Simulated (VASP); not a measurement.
## SiC: single point with PBE

The system is SiC.

```
Si C
1.0
     2.14607    2.14607    0.00000
    -2.14607    2.14607    0.00000
     0.00000    0.00000    4.43228
Si C
2 2
Cartesian
  1.0730 1.0730 3.3242
  -1.0730 1.0730 1.1081
  0.0000 0.0000 0.0000
  0.0000 2.1461 2.2161
```

This cell differs from its parent crystal: biaxial strain in the a-b plane: -2.0 %.

| Quantity | Value |
| --- | --- |
| Program | VASP 6.6.1 |
| Task | single point |
| Functional | PBE |
| Potentials or basis | VASP PAW PBE potentials, release 64 (Si, C) |
| Cutoff | 520 eV |
| k mesh | 10 × 10 × 6 |
| Occupations | gaussian, width 0.02 eV |
| Spin | no spin polarisation |

The pressure is 6.3 GPa and the band gap on the k mesh is 1.17 eV.

Stress tensor (GPa, compression positive):
```
9.22 0.00 0.00
0.00 9.22 0.00
0.00 0.00 0.35
```

Levels at points of the mesh, in eV from the valence-band top:
```csv
k point,band 6,band 7,band 8,band 9,band 10,band 11
"(0.00, 0.00, 0.00)",-0.23,0.00,0.00,1.47,4.66,6.31
"(0.50, 0.00, 0.00)",-4.65,-1.04,-1.04,5.78,5.78,8.74
"(0.50, 0.50, 0.00)",-3.43,-3.37,-3.37,1.17,1.17,4.11
"(0.00, 0.00, 0.50)",-1.85,-1.85,-1.85,4.05,4.05,6.51
"(0.50, 0.00, 0.50)",-1.34,-0.93,-0.93,5.36,5.36,7.08
"(0.50, 0.50, 0.50)",-5.09,-4.81,-4.81,4.86,4.86,8.93
```

Wall time 20 s on 1 thread of Intel(R) Xeon(R) 6975P-C (Granite Rapids), on a shared host, peak memory 0.17 GiB.

Caveat: the cell differs from its parent crystal (biaxial strain in the a-b plane: -2.0 %). A k mesh can miss the band edges.
